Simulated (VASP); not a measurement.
# Fe (Fm-3m) in VASP: notebook, part 2 of 2

VASP 6.6.1. Earlier steps stand in the parts before.

### 4 Single point, PBEsol, collinear spin, ferromagnetic start

This run uses another cell than the first one, of 9.87 Å³/atom, 0.926 times its volume.

INCAR reads:

```
SYSTEM = Fe
  PREC = Accurate
  ENCUT = 520
  EDIFF = 1E-6
  ISMEAR = -1
  SIGMA = 0.05
  LREAL = .FALSE.
  LASPH = .TRUE.
  NELM = 150
  ALGO = Normal
  ISIF = 2
  LWAVE = .FALSE.
  LCHARG = .TRUE.
  ISPIN = 2
  MAGMOM = 2.5
  LORBIT = 11
  LMAXMIX = 4
  GGA = PS
  LELF = .TRUE.
  LVHAR = .TRUE.
  NBANDS = 14
```

KPOINTS reads:

```
Automatic mesh
0
G
  26 26 26
  0 0 0
```

POSCAR reads:

```
Fe
1.0
    0.0000000000      1.7024983329      1.7024983329
    1.7024983329      0.0000000000      1.7024983329
    1.7024983329      1.7024983329      0.0000000000
Fe
1
Direct
    0.0000000000      0.0000000000      0.0000000000
```

Potentials or basis: VASP PAW PBE potentials, release 64 (Fe).

The run is started by

```console
cat potpaw_PBE.64/Fe/POTCAR > POTCAR
mpirun -np 1 vasp_std > vasp.out
```

OUTCAR:

```text
SYSTEM = Fe
   PREC = Accurate
   ENCUT = 520
   EDIFF = 1E-6
   ISMEAR = -1
   LREAL = .FALSE.
   LASPH = .TRUE.
   NELM = 150
   ISIF = 2
   ISPIN = 2
   LORBIT = 11
   GGA = PS

 ion  position               nearest neighbor table
   1  0.000  0.000  0.000-

  LATTYP: Found a face centered cubic cell.
 ALAT       =     3.4049966658

  Lattice vectors:

 A1 = (   0.0000000000,   1.7024983329,   1.7024983329)
 A2 = (   1.7024983329,   0.0000000000,   1.7024983329)
 A3 = (   1.7024983329,   1.7024983329,   0.0000000000)

Analysis of symmetry for initial positions (statically):
=====================================================================
 Subroutine PRICEL returns:
 Original cell was already a primitive cell.

 Routine SETGRP: Setting up the symmetry group for a
 face centered cubic supercell.

 Subroutine GETGRP returns: Found 48 space group operations
 (whereof 48 operations were pure point group operations)
 out of a pool of 48 trial point group operations.

The static configuration has the point symmetry O_h .

Analysis of symmetry for dynamics (positions and initial velocities):
=====================================================================
 Subroutine PRICEL returns:
 Original cell was already a primitive cell.

 Routine SETGRP: Setting up the symmetry group for a
 face centered cubic supercell.

 Subroutine GETGRP returns: Found 48 space group operations
 (whereof 48 operations were pure point group operations)
 out of a pool of 48 trial point group operations.

The dynamic configuration has the point symmetry O_h .

Analysis of structural, dynamic, and magnetic symmetry:
=====================================================================
 Subroutine PRICEL returns:
 Original cell was already a primitive cell.

 Routine SETGRP: Setting up the symmetry group for a
 face centered cubic supercell.

 Subroutine GETGRP returns: Found 48 space group operations
 (whereof 48 operations were pure point group operations)
 out of a pool of 48 trial point group operations.

The overall configuration has the point symmetry O_h .

 Subroutine INISYM returns: Found 48 space group operations
 (whereof 48 operations are pure point group operations),
 and found     1 'primitive' translations

----------------------------------------------------------------------------------------

                                     Primitive cell

  volume of cell :       9.8694

  direct lattice vectors                    reciprocal lattice vectors
     0.000000000  1.702498333  1.702498333    -0.293686044  0.293686044  0.293686044
     1.702498333  0.000000000  1.702498333     0.293686044 -0.293686044  0.293686044
     1.702498333  1.702498333  0.000000000     0.293686044  0.293686044 -0.293686044

  length of vectors
     2.407696232  2.407696232  2.407696232     0.508679149  0.508679149  0.508679149

  position of ions in fractional coordinates (direct lattice)
     0.000000000  0.000000000  0.000000000

  ion indices of the primitive-cell ions
   primitive index   ion index
                 1           1

----------------------------------------------------------------------------------------

 KPOINTS: Automatic mesh

Automatic generation of k-mesh.
 Grid dimensions read from file:
 generate k-points for:   26   26   26

 Generating k-lattice:

  Cartesian coordinates                     Fractional coordinates (reciprocal lattice)
[... 67 lines left out ...]
   ISYM   =      2    0-nonsym 1-usesym 2-fastsym
   POTIM  = 0.5000    time-step for ionic-motion
   TEBEG  =    0.0;   TEEND  =   0.0 temperature during run
   PSTRESS=    0.0 pullay stress
   NELECT =       8.0000    total number of electrons
   NUPDOWN=      -1.0000    fix difference up-down
   EMIN   =  10.00;   EMAX   =-10.00  energy-range for DOS
   EFERMI =   0.00;   METHOD = LEGACY
   ISMEAR =    -1;   SIGMA  =   0.05  broadening in eV -4-tet -1-fermi 0-gaus
   EFERMI_NEDOS =   21; number of points for ismear=-14 and -15
   IALGO  =     38    algorithm
   IMIX   =      4    mixing-type and parameters
     AMIX     =   0.40;   BMIX     =  1.00
     AMIX_MAG =   1.60;   BMIX_MAG =  1.00
  volume/ion in A,a.u.               =       9.87        66.60
  Fermi-wavevector in a.u.,A,eV,Ry     =   1.526423  2.884521 31.701113  2.329966
  Thomas-Fermi vector in A             =   2.634458
   LORBIT       =     11    0 simple, 1 ext, 2 COOP (PROOUT), +10 PAW based schemes
   GGA     = PS    functional components
   LHFCALC =     F    Hartree Fock is set to
   AEXX    =    0.0000 exact exchange contribution
   IVDW    =     0    specifies the selected vdW correction
   LEPSILON=     F    determine dielectric tensor
   LRPA    =     F    only Hartree local field effects (RPA)
 spin polarized calculation
  energy-cutoff  :      520.00
  volume of cell :        9.87
 maximum number of plane-waves:       283
 NGX is ok and might be reduce to    18
   NGX =  9   NGY =  9   NGZ =  9

 number of electron       8.0000003 magnetization      -0.0000388

 number of electron       8.0000003 magnetization       0.0015370

 Free energy of the ion-electron system (eV)
  ---------------------------------------------------
  ext. energy  EPLUGINS =         0.00000000
  ---------------------------------------------------
  free energy    TOTEN  =        -8.85891259 eV

  energy without entropy =       -8.84594595  energy(sigma->0) =       -8.85242927

 E-fermi :   7.0543     XC(G=0): -14.1413

 val. band max:        7.0522235984   @ k =  -0.3846   0.3462   0.0000
 cond. band min:       7.0543095275   @ k =  -0.3846   0.3462   0.0000
 fundamental gap:      0.0020859291
 Fermi energy:         7.0542914980

 spin component 1

 k-point     1 :       0.0000    0.0000    0.0000
  band No.  band energies     occupation
      1      -2.0348      1.00000
      2       5.3241      1.00000
      3       5.3241      1.00000
      4       5.3241      1.00000
      5       6.9783      0.82048
      6       6.9783      0.82048
      7      30.6729      0.00000
      8      36.4077      0.00000
      9      36.4077      0.00000
     10      36.4077      0.00000
     11      40.1832      0.00000
     12      40.1832      0.00000
     13      40.1832      0.00000
     14      41.6614      0.00000
[... 379 lines left out ...]
      3       5.4132      1.00000
      4       5.5818      1.00000
      5       7.7831      0.00000
      6       7.8503      0.00000
      7      18.6376      0.00000
      8      29.6914      0.00000
      9      33.5642      0.00000
     10      35.6502      0.00000
     11      37.2552      0.00000
     12      38.9744      0.00000
     13      43.7256      0.00000
     14      51.1517      0.00000

 [... further k-points ...]

 spin component 2

 k-point     1 :       0.0000    0.0000    0.0000
  band No.  band energies     occupation
      1      -2.0345      1.00000
      2       5.3253      1.00000
      3       5.3253      1.00000
      4       5.3253      1.00000
      5       6.9805      0.81404
      6       6.9805      0.81404
      7      30.6728      0.00000
      8      36.4081      0.00000
      9      36.4081      0.00000
     10      36.4081      0.00000
     11      40.1837      0.00000
     12      40.1837      0.00000
     13      40.1837      0.00000
     14      41.6611      0.00000
[... 379 lines left out ...]
      3       5.4148      1.00000
      4       5.5824      1.00000
      5       7.7847      0.00000
      6       7.8520      0.00000
      7      18.6383      0.00000
      8      29.6913      0.00000
      9      33.5648      0.00000
     10      35.6507      0.00000
     11      37.2558      0.00000
     12      38.9749      0.00000
     13      43.7259      0.00000
     14      51.1524      0.00000

 [... further k-points ...]
[... 5 lines left out ...]
  --------------------------------------------------------------------------------------
  -------------------------------------------------------------------------------------
  Total       -0.0280633     -0.0280633     -0.0280633      0.0000000     -0.0000000     -0.0000000
  in kB       -4.5557365     -4.5557365     -4.5557365      0.0000000     -0.0000000     -0.0000000
  external PRESSURE =      -4.5557365 kB  Pullay stress =       0.0000000 kB

 VOLUME and BASIS-vectors are now :
 -----------------------------------------------------------------------------
  energy-cutoff  :      520.00
  volume of cell :        9.87
      direct lattice vectors                 reciprocal lattice vectors
     0.000000000  1.702498333  1.702498333    -0.293686044  0.293686044  0.293686044
     1.702498333  0.000000000  1.702498333     0.293686044 -0.293686044  0.293686044
     1.702498333  1.702498333  0.000000000     0.293686044  0.293686044 -0.293686044

 POSITION                                       TOTAL-FORCE (eV/Angst)
 -----------------------------------------------------------------------------------
      0.00000      0.00000      0.00000         0.000000      0.000000      0.000000
 -----------------------------------------------------------------------------------
    total drift:                                0.000000     -0.000000     -0.000000

  FREE ENERGIE OF THE ION-ELECTRON SYSTEM (eV)
  ---------------------------------------------------
  free  energy   TOTEN  =        -8.8589125916 eV

  energy  without entropy=       -8.8459459487  energy(sigma->0) =       -8.85242927

 total charge

# of ion       s       p       d       tot
------------------------------------------
    1        0.557   0.673   6.369   7.599

 magnetization (x)

# of ion       s       p       d       tot
------------------------------------------
    1       -0.000  -0.000   0.001   0.001
```

Wall time 3.6 min (1 thread of Intel Xeon 6975P-C (Granite Rapids), shared host); peak memory 0.23 GiB.

Results:

- Free energy: -8.8589 eV
- Pressure: -0.5 GPa
- Band gap on the k mesh: zero (filled and empty bands overlap)
- Net moment: 0.00 μB per cell
- Valence electrons inside the program's atomic spheres: Fe 7.60

Caveat: the starting moments collapsed, and a magnetic state may lie lower; the PAW data sets were made with another functional, which shifts forces and pressure a little.
